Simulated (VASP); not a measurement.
# SiO2 (I4_122) in VASP: a series of runs, part 3 of 3

VASP 6.6.1. The steps go on from the part before.

### 6 Single point, PBE

Contents of INCAR:

```
SYSTEM = SiO2
PREC = Accurate ; ENCUT = 520
EDIFF = 1E-7 ; ISMEAR = -1
SIGMA = 0.05 ; LREAL = .FALSE.
LASPH = .TRUE. ; NELM = 80
ALGO = Normal ; ISIF = 2
LWAVE = .FALSE. ; LCHARG = .TRUE.
GGA = PE ; LELF = .TRUE.
LVHAR = .TRUE. ; NBANDS = 44
```

Contents of KPOINTS:

```
regular mesh
0
G
  3 3 3
  0 0 0
```

Contents of POSCAR:

```
SiO2
1.0
   -2.8378980000      2.8378980000      5.6602100000
    2.8378980000     -2.8378980000      5.6602100000
    2.8378980000      2.8378980000     -5.6602100000
Si O
4 8
Direct
    0.8750000000      0.2636180000      0.8886180000
    0.0136180000      0.6250000000      0.8886180000
    0.7363820000      0.1250000000      0.1113820000
    0.3750000000      0.9863820000      0.1113820000
    0.6337270000      0.1337270000      0.5000000000
    0.4678770000      0.9678770000      0.9357540000
    0.0321230000      0.5321230000      0.0642460000
    0.1162730000      0.1162730000      0.0000000000
    0.8837270000      0.8837270000      0.0000000000
    0.8662730000      0.3662730000      0.5000000000
    0.2821230000      0.7178770000      0.0000000000
    0.7178770000      0.2821230000      0.0000000000
```

Potentials or basis: VASP PAW PBE potentials, release 64 (Si, O).

Launch:

```console
> cat potpaw_PBE.64/Si/POTCAR potpaw_PBE.64/O/POTCAR > POTCAR
> mpirun -np 1 vasp_std > vasp.out
```

OUTCAR:

```text
SYSTEM = SiO2
   PREC = Accurate
   ENCUT = 520
   EDIFF = 1E-7
   ISMEAR = -1
   LREAL = .FALSE.
   LASPH = .TRUE.
   NELM = 80
   ISIF = 2
   GGA = PE

 ion  position               nearest neighbor table
   1  0.875  0.264  0.889-   8 1.63   5 1.63   7 1.64  12 1.64   2 2.97   3 2.97
   2  0.014  0.625  0.889-   9 1.63  10 1.63   7 1.64  11 1.64   1 2.97   4 2.97
   3  0.736  0.125  0.111-   9 1.63  10 1.63   6 1.64  12 1.64   1 2.97   4 2.97
   4  0.375  0.986  0.111-   5 1.63   8 1.63   6 1.64  11 1.64   3 2.97   2 2.97
   5  0.634  0.134  0.500-   1 1.63   4 1.63
   6  0.468  0.968  0.936-   4 1.64   3 1.64
   7  0.032  0.532  0.064-   2 1.64   1 1.64
   8  0.116  0.116  0.000-   1 1.63   4 1.63
   9  0.884  0.884  0.000-   3 1.63   2 1.63
  10  0.866  0.366  0.500-   2 1.63   3 1.63
  11  0.282  0.718  0.000-   2 1.64   4 1.64
  12  0.718  0.282  0.000-   1 1.64   3 1.64

  LATTYP: Found a body centered tetragonal cell.
 ALAT       =     5.6757960000
 C/A-ratio  =     1.9945079069

  Lattice vectors:

 A1 = (  -2.8378980000,   2.8378980000,   5.6602100000)
 A2 = (   2.8378980000,  -2.8378980000,   5.6602100000)
 A3 = (   2.8378980000,   2.8378980000,  -5.6602100000)

Analysis of symmetry for initial positions (statically):
=====================================================================
 Subroutine PRICEL returns:
 Original cell was already a primitive cell.

 Routine SETGRP: Setting up the symmetry group for a
 body centered tetragonal supercell.

 Subroutine GETGRP returns: Found  8 space group operations
 (whereof  4 operations were pure point group operations)
 out of a pool of 16 trial point group operations.

The static configuration has the point symmetry D_2 .
 The point group associated with its full space group is D_4 .

Analysis of symmetry for dynamics (positions and initial velocities):
=====================================================================
[... 141 lines left out ...]
   LEPSILON=     F    determine dielectric tensor
   LRPA    =     F    only Hartree local field effects (RPA)
 non-spin polarized calculation
  energy-cutoff  :      520.00
  volume of cell :      182.34
 maximum number of plane-waves:      4925
 NGX is ok and might be reduce to    54
   NGX = 25   NGY = 25   NGZ = 25

 number of electron      63.9999978 magnetization

 Free energy of the ion-electron system (eV)
  ---------------------------------------------------
  ext. energy  EPLUGINS =         0.00000000
  ---------------------------------------------------
  free energy    TOTEN  =       -93.19169776 eV

  energy without entropy =      -93.19169776  energy(sigma->0) =      -93.19169776

 E-fermi :   1.1603     XC(G=0):  -8.1130

 val. band max:        0.0788194618   @ k =   0.0000   0.0000   0.0000
 cond. band min:       4.9156560832   @ k =   0.0000   0.0000   0.0000
 fundamental gap:      4.8368366214
 Fermi energy:         1.1602869251

 k-point     1 :       0.0000    0.0000    0.0000
  band No.  band energies     occupation
      1     -19.5781      2.00000
      2     -18.2836      2.00000
      3     -18.0598      2.00000
      4     -18.0598      2.00000
      5     -17.7798      2.00000
      6     -17.6479      2.00000
[... 271 lines left out ...]
     43      10.3365      0.00000
     44      11.6073      0.00000

------------------------ aborting loop because EDIFF is reached ----------------------------------------

  FORCE on cell =-STRESS in cart. coord.  units (eV):
  Direction    XX          YY          ZZ          XY          YZ          ZX
  --------------------------------------------------------------------------------------
  -------------------------------------------------------------------------------------
  Total        0.0683489      0.0683489      0.0219499     -0.0000000      0.0000000      0.0000000
  in kB        0.6005594      0.6005594      0.1928667     -0.0000000      0.0000000      0.0000000
  external PRESSURE =       0.4646618 kB  Pullay stress =       0.0000000 kB

 VOLUME and BASIS-vectors are now :
 -----------------------------------------------------------------------------
  energy-cutoff  :      520.00
  volume of cell :      182.34
      direct lattice vectors                 reciprocal lattice vectors
    -2.837898000  2.837898000  5.660210000     0.000000000  0.176186741  0.088335945
     2.837898000 -2.837898000  5.660210000     0.176186741  0.000000000  0.088335945
     2.837898000  2.837898000 -5.660210000     0.176186741  0.176186741  0.000000000

 POSITION                                       TOTAL-FORCE (eV/Angst)
 -----------------------------------------------------------------------------------
      0.78677      4.25685      1.41505         0.009992     -0.000000      0.000000
      4.25685      0.78677     -1.41505        -0.000000      0.009992      0.000000
     -1.41895      2.05113      4.24516        -0.000000     -0.009992     -0.000000
      2.05113     -1.41895      7.07526        -0.009992     -0.000000     -0.000000
      0.00000      2.83790      1.51385        -0.000000     -0.000000      0.002495
      4.07452      1.23663      2.83011         0.002307      0.002307     -0.000000
      1.60127     -1.23663      2.83010        -0.002307     -0.002307      0.000000
      0.00000      0.00000      1.31626        -0.000000     -0.000000     -0.002495
      0.00000      0.00000     10.00416        -0.000000     -0.000000      0.002495
      0.00000      2.83790      4.14636        -0.000000     -0.000000     -0.002495
      1.23663     -1.23663      5.66021         0.002307     -0.002307     -0.000000
     -1.23663      1.23663      5.66021        -0.002307      0.002307     -0.000000
 -----------------------------------------------------------------------------------
    total drift:                                0.000000     -0.000000      0.000000

  FREE ENERGIE OF THE ION-ELECTRON SYSTEM (eV)
  ---------------------------------------------------
  free  energy   TOTEN  =       -93.1916977577 eV

  energy  without entropy=      -93.1916977576  energy(sigma->0) =      -93.19169776
```

OSZICAR:

```text
N       E                     dE             d eps       ncg     rms          rms(c)
DAV:   1     0.413206222584E+03    0.41321E+03   -0.32441E+04   528   0.131E+03
DAV:   2    -0.723747404905E+02   -0.48558E+03   -0.46786E+03   700   0.309E+02
DAV:   3    -0.105945190538E+03   -0.33570E+02   -0.33399E+02   640   0.860E+01
DAV:   4    -0.106396585359E+03   -0.45139E+00   -0.45053E+00   640   0.110E+01
DAV:   5    -0.106405016535E+03   -0.84312E-02   -0.84259E-02   632   0.146E+00    0.285E+01
DAV:   6    -0.932410694096E+02    0.13164E+02   -0.50109E+01   620   0.325E+01    0.134E+01
DAV:   7    -0.932106462510E+02    0.30423E-01   -0.14910E+00   648   0.513E+00    0.491E+00
DAV:   8    -0.931809261674E+02    0.29720E-01   -0.82098E-02   648   0.176E+00    0.193E+00
DAV:   9    -0.931885941141E+02   -0.76679E-02   -0.47363E-02   600   0.129E+00    0.397E-01
DAV:  10    -0.931910106673E+02   -0.24166E-02   -0.30987E-03   600   0.276E-01    0.179E-01
DAV:  11    -0.931916769834E+02   -0.66632E-03   -0.78643E-04   576   0.182E-01    0.254E-02
DAV:  12    -0.931916894073E+02   -0.12424E-04   -0.39545E-05   664   0.461E-02    0.192E-02
DAV:  13    -0.931916974666E+02   -0.80594E-05   -0.23816E-05   576   0.307E-02    0.107E-02
DAV:  14    -0.931916977757E+02   -0.30912E-06   -0.57184E-06   656   0.189E-02    0.716E-03
DAV:  15    -0.931916977370E+02    0.38692E-07   -0.27089E-06   576   0.858E-03    0.104E-03
DAV:  16    -0.931916977577E+02   -0.20606E-07   -0.13039E-07   472   0.212E-03
   1 F= -.93191698E+02 E0= -.93191698E+02  d E =-.697010E-10
```

stdout:

```text
POSCAR found type information on POSCAR SiO
 POSCAR found :  2 types and      12 ions
 scaLAPACK will be used
 LDA part: xc-table for (Slater+PW92), standard interpolation
 POSCAR, INCAR and KPOINTS ok, starting setup
 FFT: planning ... GRIDC
 FFT: planning ... GRID_SOFT
 FFT: planning ... GRID
 WAVECAR not read
 entering main loop
```

Wall time 85 s (1 thread of Intel Xeon 6975P-C (Granite Rapids), shared host); peak memory 0.37 GiB.

What came out:

| Quantity | Value |
| --- | --- |
| Free energy | -93.1917 eV |
| Pressure | 0.0 GPa |
| Largest force | 0.010 eV/Å |
| Band gap on the k mesh | 4.84 eV |

Forces in eV/Å, atoms in the order of the input:
```
Si   0.010  0.000  0.000
Si   0.000  0.010  0.000
Si   0.000 -0.010  0.000
Si  -0.010  0.000  0.000
O    0.000  0.000  0.002
O    0.002  0.002  0.000
O   -0.002 -0.002  0.000
O    0.000  0.000 -0.002
O    0.000  0.000  0.002
O    0.000  0.000 -0.002
O    0.002 -0.002  0.000
O   -0.002  0.002  0.000
```

Levels at points of the mesh, in eV from the valence-band top:
```csv
k point,band 29,band 30,band 31,band 32,band 33,band 34,band 35,band 36
"(0.00, 0.00, 0.00)",-0.67,-0.67,-0.24,0.00,4.84,7.25,7.27,8.87
```

### 7 Overview

| level | potentials or basis | k mesh | gap on the mesh (eV) | pressure (GPa) | largest force (eV/Å) |
| --- | --- | --- | --- | --- | --- |
| PBEsol | VASP PAW PBE potentials, release 64 (Si, O) | 7 × 7 × 7 | 4.82 | -1.8 | 0.15 |
| PBE | VASP PAW PBE potentials, release 64 (Si, O) | 7 × 7 × 7 | 4.84 | 0.1 | 0.01 |
| LDA | VASP PAW LDA potentials, release 64 (Si, O) | 7 × 7 × 7 | 4.66 | -5.3 | 0.49 |
| PBE | VASP PAW PBE potentials, release 64 (Si, O) | 3 × 3 × 3 | 4.84 | 0.0 | 0.01 |

Alike in all rows: task single point; no spin polarisation; cell as given; cutoff (eV) 520; smearing fermi-dirac 0.05 eV.

Caveats: an odd mesh through Γ misses points on the zone boundary, where band edges can lie (at least some runs); the PAW data sets were made with another functional, which shifts forces and pressure a little (at least some runs); the cell stands under tension (at least some runs).

Absolute energies hang on the potentials; compare differences alone.
